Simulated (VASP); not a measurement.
Input of a VASP 6.6.1 run:

The input INCAR:

```
PREC     = Accurate       # precision mode
ENCUT    = 520            # plane-wave cutoff, eV
EDIFF    = 1E-7           # SCF threshold, eV
ISMEAR   = -1             # smearing method
SIGMA    = 0.15           # smearing width, eV
LREAL    = Auto         
LASPH    = T              # aspherical terms in the spheres
NELM     = 60             # most SCF steps
ALGO     = Normal         # electronic algorithm
ISIF     = 2              # what is computed and relaxed
LWAVE    = F              # write WAVECAR
LCHARG   = F              # write CHGCAR
NBANDS   = 32             # bands
```

The input KPOINTS:

```
Automatic mesh
0
Gamma
  3 3 2
```

File POSCAR:

```
LiBe16
1.0
   -2.2900000000     -3.9663960000      0.0000000000
    3.4350000000     -1.9831980000      0.0000000000
    0.0000000000      0.0000000000      7.1768600000
Be Li
16 1
Direct
    0.7443666566      0.4279679711     -0.0036940344
    0.4907928503      0.2997995806      0.2403118450
    0.7444042520      0.4274269717      0.4873488870
    0.4272087685      0.2914586294      0.7370142931
    0.4908885688     -0.0149248569     -0.0022601764
    0.2378245276      0.8072199503      0.2430113733
    0.4882200896     -0.0138954506      0.4864919452
    0.2145774000      0.8935794033      0.7532875786
    0.2531422726      0.4855190331     -0.0091004000
   -0.0075806536      0.2947365137      0.2423391770
    0.2613153773      0.4894611810      0.4802466657
    0.0237897222      0.4976306538      0.7285296843
   -0.0200630889     -0.0709754374      0.0035802900
    0.7339854657      0.7908148734      0.2447632198
   -0.0129821754     -0.0715728978      0.4968358459
    0.8119058536      1.1117090232      0.7512682911
    0.6225472132      0.7034518581      0.7422223147
```

Potentials or basis: VASP PAW LDA potentials, release 64 (Be, Li_sv).

Command:

```console
$ cat potpaw_LDA.64/Be/POTCAR potpaw_LDA.64/Li_sv/POTCAR > POTCAR
$ mpirun -np 1 vasp_std > vasp.out
```

Task: Predict the largest force.

Result: 0.070 eV/Å.

Forces in eV/Å, atoms in the order of the input:
```
Be   0.060 -0.035  0.004
Be   0.021  0.009  0.003
Be  -0.033  0.018  0.033
Be  -0.049 -0.009 -0.022
Be  -0.012  0.023 -0.018
Be  -0.005  0.018 -0.011
Be  -0.020  0.009  0.009
Be  -0.036 -0.028 -0.011
Be   0.010 -0.005  0.042
Be  -0.010 -0.017 -0.024
Be  -0.017 -0.012  0.007
Be   0.045 -0.016  0.052
Be   0.000 -0.021 -0.007
Be  -0.008  0.014  0.037
Be   0.014  0.038 -0.049
Be   0.056  0.023 -0.016
Li  -0.016 -0.008 -0.029
```

Caveat: the k points lie up to 0.53 Å⁻¹ apart.
